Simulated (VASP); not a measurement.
# GdO (Pm-3m) in VASP: notebook

The runs below take GdO through single point, with PBE+U.

Everything below comes from runs of VASP 6.6.1. Logs are shortened: lines on timing, memory, paths and dates and some standing lists are left out, and cuts for length are marked.

**1. The cell of the first run**

Symmetry: Pm-3m, No. 221, cubic system. The conventional cell has a = 3.033 Å, b = 3.033 Å, c = 3.033 Å, α = 90.00°, β = 90.00°, γ = 90.00°. Within 3.5 Å of Gd (site symmetry m-3m) lie 8 O at 2.63 Å and 6 Gd at 3.03 Å. O (site symmetry m-3m) has 8 Gd at 2.63 Å and 6 O at 3.03 Å within 3.5 Å.

**2. Single point, PBE+U, collinear spin, ferromagnetic start**

File INCAR:

```
  ALGO = Normal
  EDIFF = 1E-7
  ENCUT = 520
  GGA = PE
  ISIF = 2
  ISMEAR = 0
  ISPIN = 2
  LASPH = True
  LCHARG = True
  LDAU = True
  LDAUJ = 0 0
  LDAUL = 3 -1
  LDAUPRINT = 1
  LDAUTYPE = 2
  LDAUU = 5 0
  LELF = True
  LMAXMIX = 6
  LORBIT = 11
  LREAL = False
  LVHAR = True
  LWAVE = False
  MAGMOM = 7.9 0
  NBANDS = 23
  NELM = 150
  PREC = Accurate
  SIGMA = 0.05
```

File KPOINTS:

```
k-points
0
Gamma
  10 10 10
```

File POSCAR:

```
GdO
1.0
    3.0325203067      0.0000000000      0.0000000000
    0.0000000000      3.0325203067      0.0000000000
    0.0000000000      0.0000000000      3.0325203067
Gd O
1 1
Direct
    0.0000000000      0.0000000000      0.0000000000
    0.5000000000      0.5000000000      0.5000000000
```

Potentials or basis: VASP PAW PBE potentials, release 64 (Gd, O).

The run is started by

```
cat potpaw_PBE.64/Gd/POTCAR potpaw_PBE.64/O/POTCAR > POTCAR
mpirun -np 1 vasp_std > vasp.out
```

OUTCAR:

```text
EDIFF = 1E-7
   ENCUT = 520
   GGA = PE
   ISIF = 2
   ISMEAR = 0
   ISPIN = 2
   LASPH = True
   LORBIT = 11
   LREAL = False
   NELM = 150
   PREC = Accurate

 ion  position               nearest neighbor table
   1  0.000  0.000  0.000-   2 2.63   2 2.63   2 2.63   2 2.63   2 2.63   2 2.63   2 2.63   2 2.63

   2  0.500  0.500  0.500-   1 2.63   1 2.63   1 2.63   1 2.63   1 2.63   1 2.63   1 2.63   1 2.63

  LATTYP: Found a simple cubic cell.
 ALAT       =     3.0325203067

  Lattice vectors:

 A1 = (   3.0325203067,   0.0000000000,   0.0000000000)
 A2 = (   0.0000000000,   3.0325203067,   0.0000000000)
 A3 = (   0.0000000000,   0.0000000000,   3.0325203067)

Analysis of symmetry for initial positions (statically):
=====================================================================
 Subroutine PRICEL returns:
 Original cell was already a primitive cell.

 Routine SETGRP: Setting up the symmetry group for a
 simple cubic supercell.

 Subroutine GETGRP returns: Found 48 space group operations
 (whereof 48 operations were pure point group operations)
 out of a pool of 48 trial point group operations.

The static configuration has the point symmetry O_h .

Analysis of symmetry for dynamics (positions and initial velocities):
=====================================================================
 Subroutine PRICEL returns:
 Original cell was already a primitive cell.

 Routine SETGRP: Setting up the symmetry group for a
 simple cubic supercell.

 Subroutine GETGRP returns: Found 48 space group operations
 (whereof 48 operations were pure point group operations)
 out of a pool of 48 trial point group operations.

The dynamic configuration has the point symmetry O_h .

Analysis of structural, dynamic, and magnetic symmetry:
=====================================================================
 Subroutine PRICEL returns:
 Original cell was already a primitive cell.

 Routine SETGRP: Setting up the symmetry group for a
 simple cubic supercell.

 Subroutine GETGRP returns: Found 48 space group operations
 (whereof 48 operations were pure point group operations)
 out of a pool of 48 trial point group operations.

The overall configuration has the point symmetry O_h .

 Subroutine INISYM returns: Found 48 space group operations
 (whereof 48 operations are pure point group operations),
 and found     1 'primitive' translations

----------------------------------------------------------------------------------------

                                     Primitive cell

  volume of cell :      27.8876

  direct lattice vectors                    reciprocal lattice vectors
     3.032520307  0.000000000  0.000000000     0.329758715  0.000000000  0.000000000
     0.000000000  3.032520307  0.000000000     0.000000000  0.329758715  0.000000000
     0.000000000  0.000000000  3.032520307     0.000000000  0.000000000  0.329758715

  length of vectors
     3.032520307  3.032520307  3.032520307     0.329758715  0.329758715  0.329758715

  position of ions in fractional coordinates (direct lattice)
     0.000000000  0.000000000  0.000000000
[... 115 lines left out ...]
  energy-cutoff  :      520.00
  volume of cell :       27.89
 maximum number of plane-waves:       772
 NGX is ok and might be reduce to    24
   NGX = 11   NGY = 11   NGZ = 11

atom =   1  type =  1  l = 3

 onsite density matrix

spin component  1

  0.9902  0.0000 -0.0003 -0.0000 -0.0000 -0.0000  0.0000
  0.0000  0.9957  0.0000 -0.0000 -0.0000 -0.0000 -0.0000
 -0.0003  0.0000  0.9903  0.0000 -0.0000 -0.0000  0.0000
 -0.0000 -0.0000  0.0000  0.9900 -0.0000 -0.0000 -0.0000
 -0.0000 -0.0000 -0.0000 -0.0000  0.9903 -0.0000  0.0003
 -0.0000 -0.0000 -0.0000 -0.0000 -0.0000  0.9905  0.0000
  0.0000 -0.0000  0.0000 -0.0000  0.0003  0.0000  0.9902

spin component  2

  0.0045  0.0000  0.0009 -0.0000 -0.0000  0.0000  0.0000
  0.0000  0.0109  0.0000 -0.0000 -0.0000  0.0000 -0.0000
  0.0009  0.0000  0.0040  0.0000  0.0000  0.0000  0.0000
 -0.0000 -0.0000  0.0000  0.0051  0.0000 -0.0000  0.0000
 -0.0000 -0.0000  0.0000  0.0000  0.0040 -0.0000 -0.0009
  0.0000  0.0000  0.0000 -0.0000 -0.0000  0.0033 -0.0000
  0.0000 -0.0000  0.0000  0.0000 -0.0009 -0.0000  0.0045

 occupancies and eigenvectors

  o =  0.0033  v =  0.0000  0.0000  0.0000  0.0000  0.0000  0.0000  0.0000 -0.0000  0.0000  0.0000 -0.0000 -0.0005 -1.0000 -0.0004      0.0000  0.0000  0.0000  0.0000  0.0000  0.0000  0.0000  0.0000  0.0000  0.0000  0.0000  0.0000  0.0000  0.0000
  o =  0.0033  v =  0.0000  0.0000  0.0000  0.0000  0.0000  0.0000  0.0000  0.6124 -0.0000 -0.7906  0.0000  0.0012 -0.0000  0.0009      0.0000  0.0000  0.0000  0.0000  0.0000  0.0000  0.0000  0.0000  0.0000  0.0000  0.0000  0.0000  0.0000  0.0000
  o =  0.0033  v =  0.0000  0.0000  0.0000  0.0000  0.0000  0.0000  0.0000  0.0009 -0.0000 -0.0012  0.0000 -0.7906  0.0006 -0.6124      0.0000  0.0000  0.0000  0.0000  0.0000  0.0000  0.0000  0.0000  0.0000  0.0000  0.0000  0.0000  0.0000  0.0000
  o =  0.0051  v =  0.0000  0.0000  0.0000  0.0000  0.0000  0.0000  0.0000 -0.0001  0.0000 -0.0001  1.0000 -0.0005 -0.0000  0.0006      0.0000  0.0000  0.0000  0.0000  0.0000  0.0000  0.0000  0.0000  0.0000  0.0000  0.0000  0.0000  0.0000  0.0000
  o =  0.0051  v =  0.0000  0.0000  0.0000  0.0000  0.0000  0.0000  0.0000 -0.7906  0.0000 -0.6124 -0.0002 -0.0015 -0.0000  0.0019      0.0000  0.0000  0.0000  0.0000  0.0000  0.0000  0.0000  0.0000  0.0000  0.0000  0.0000  0.0000  0.0000  0.0000
  o =  0.0051  v =  0.0000  0.0000  0.0000  0.0000  0.0000  0.0000  0.0000  0.0019 -0.0000  0.0015 -0.0007 -0.6124  0.0000  0.7906      0.0000  0.0000  0.0000  0.0000  0.0000  0.0000  0.0000  0.0000  0.0000  0.0000  0.0000  0.0000  0.0000  0.0000
  o =  0.0109  v =  0.0000  0.0000  0.0000  0.0000  0.0000  0.0000  0.0000  0.0000  1.0000 -0.0000 -0.0000 -0.0000  0.0000  0.0000      0.0000  0.0000  0.0000  0.0000  0.0000  0.0000  0.0000  0.0000  0.0000  0.0000  0.0000  0.0000  0.0000  0.0000
  o =  0.9900  v =  0.0000  0.0000  0.0000 -0.0730 -0.6107  0.0000  0.7885  0.0000  0.0000  0.0000  0.0000  0.0000  0.0000  0.0000      0.0000  0.0000  0.0000  0.0000  0.0000  0.0000  0.0000  0.0000  0.0000  0.0000  0.0000  0.0000  0.0000  0.0000
  o =  0.9900  v = -0.7906  0.0000 -0.6124 -0.0000 -0.0000 -0.0000  0.0000  0.0000  0.0000  0.0000  0.0000  0.0000  0.0000  0.0000      0.0000  0.0000  0.0000  0.0000  0.0000  0.0000  0.0000  0.0000  0.0000  0.0000  0.0000  0.0000  0.0000  0.0000
  o =  0.9900  v =  0.0000 -0.0000 -0.0000  0.9973 -0.0447  0.0000  0.0577  0.0000  0.0000  0.0000  0.0000  0.0000  0.0000  0.0000      0.0000  0.0000  0.0000  0.0000  0.0000  0.0000  0.0000  0.0000  0.0000  0.0000  0.0000  0.0000  0.0000  0.0000
  o =  0.9905  v =  0.0000 -0.0000  0.0000  0.0000  0.0231 -0.9996  0.0179  0.0000  0.0000  0.0000  0.0000  0.0000  0.0000  0.0000      0.0000  0.0000  0.0000  0.0000  0.0000  0.0000  0.0000  0.0000  0.0000  0.0000  0.0000  0.0000  0.0000  0.0000
  o =  0.9905  v =  0.0000 -0.0000  0.0000  0.0000  0.7902  0.0292  0.6121  0.0000  0.0000  0.0000  0.0000  0.0000  0.0000  0.0000      0.0000  0.0000  0.0000  0.0000  0.0000  0.0000  0.0000  0.0000  0.0000  0.0000  0.0000  0.0000  0.0000  0.0000
  o =  0.9905  v = -0.6124 -0.0000  0.7906  0.0000  0.0000  0.0000 -0.0000  0.0000  0.0000  0.0000  0.0000  0.0000  0.0000  0.0000      0.0000  0.0000  0.0000  0.0000  0.0000  0.0000  0.0000  0.0000  0.0000  0.0000  0.0000  0.0000  0.0000  0.0000
  o =  0.9957  v =  0.0000 -1.0000 -0.0000 -0.0000 -0.0000  0.0000  0.0000  0.0000  0.0000  0.0000  0.0000  0.0000  0.0000  0.0000      0.0000  0.0000  0.0000  0.0000  0.0000  0.0000  0.0000  0.0000  0.0000  0.0000  0.0000  0.0000  0.0000  0.0000

 number of electron      24.0000001 magnetization       7.5092371

 Free energy of the ion-electron system (eV)
  ---------------------------------------------------
  ext. energy  EPLUGINS =         0.00000000
  ---------------------------------------------------
  free energy    TOTEN  =       -20.67524180 eV

  energy without entropy =      -20.67436207  energy(sigma->0) =      -20.67480194

 E-fermi :   6.8530     XC(G=0): -12.1659

 val. band max:        6.8439120119   @ k =   0.4000   0.1000   0.1000
 cond. band min:       6.8772234014   @ k =   0.3000   0.2000   0.0000
 fundamental gap:      0.0333113895
 Fermi energy:         6.8530310648

 spin component 1

 k-point     1 :       0.0000    0.0000    0.0000
  band No.  band energies     occupation
      1     -39.6506      1.00000
      2     -16.2691      1.00000
      3     -16.2691      1.00000
      4     -16.2691      1.00000
      5     -13.2900      1.00000
      6      -1.5035      1.00000
[... 1241 lines left out ...]
     22      19.6433      0.00000
     23      21.9846      0.00000

 [... further k-points ...]

------------------------ aborting loop because EDIFF is reached ----------------------------------------

  FORCE on cell =-STRESS in cart. coord.  units (eV):
  Direction    XX          YY          ZZ          XY          YZ          ZX
  --------------------------------------------------------------------------------------
  -------------------------------------------------------------------------------------
  Total       -0.0736290     -0.0736290     -0.0736290      0.0000000      0.0000000      0.0000000
  in kB       -4.2300751     -4.2300751     -4.2300751      0.0000000      0.0000000      0.0000000
  external PRESSURE =      -4.2300751 kB  Pullay stress =       0.0000000 kB

 VOLUME and BASIS-vectors are now :
 -----------------------------------------------------------------------------
  energy-cutoff  :      520.00
  volume of cell :       27.89
      direct lattice vectors                 reciprocal lattice vectors
     3.032520307  0.000000000  0.000000000     0.329758715  0.000000000  0.000000000
     0.000000000  3.032520307  0.000000000     0.000000000  0.329758715  0.000000000
     0.000000000  0.000000000  3.032520307     0.000000000  0.000000000  0.329758715

 POSITION                                       TOTAL-FORCE (eV/Angst)
 -----------------------------------------------------------------------------------
      0.00000      0.00000      0.00000         0.000000      0.000000      0.000000
      1.51626      1.51626      1.51626         0.000000      0.000000      0.000000
 -----------------------------------------------------------------------------------
    total drift:                                0.000000      0.000000     -0.000000

  FREE ENERGIE OF THE ION-ELECTRON SYSTEM (eV)
  ---------------------------------------------------
  free  energy   TOTEN  =       -20.6752418043 eV

  energy  without entropy=      -20.6743620689  energy(sigma->0) =      -20.67480194

 total charge

# of ion       s       p       d       f       tot
--------------------------------------------------
    1        2.022   5.589   0.778   6.966  15.355
    2        1.551   3.396   0.000   0.000   4.948
--------------------------------------------------
tot          3.573   8.985   0.778   6.966  20.303

 magnetization (x)

# of ion       s       p       d       f       tot
--------------------------------------------------
    1        0.005  -0.080   0.290   6.896   7.110
    2       -0.000  -0.042   0.000   0.000  -0.042
--------------------------------------------------
tot          0.005  -0.122   0.290   6.896   7.068
```

Wall time 62 s (1 thread of Intel Xeon Platinum 8375C at 2.90GHz (Ice Lake), shared host); peak memory 0.2 GiB.

Results:

* Free energy: -20.6752 eV
* Pressure: -0.4 GPa
* Net moment: 7.51 μB per cell
* Site moments: Gd +7.11; O -0.04 μB
* Valence electrons inside the program's atomic spheres: Gd 15.36; O 4.95

Eigenvalues of the final occupation matrices:
```tsv
site	spin	trace	eigenvalues
site 1 f	1	6.94	0.99 0.99 0.99 0.99 0.99 0.99 1.00
site 1 f	2	0.04	0.00 0.00 0.00 0.01 0.01 0.01 0.01
```

Caveat: spin-orbit coupling is left out, which moves the levels of the heavy elements; a cell with one magnetic atom can't hold antiferromagnetic order, which such compounds often take. The state reached can hang on the start; a lower one may exist.

(Continued in part 2 of 2.)
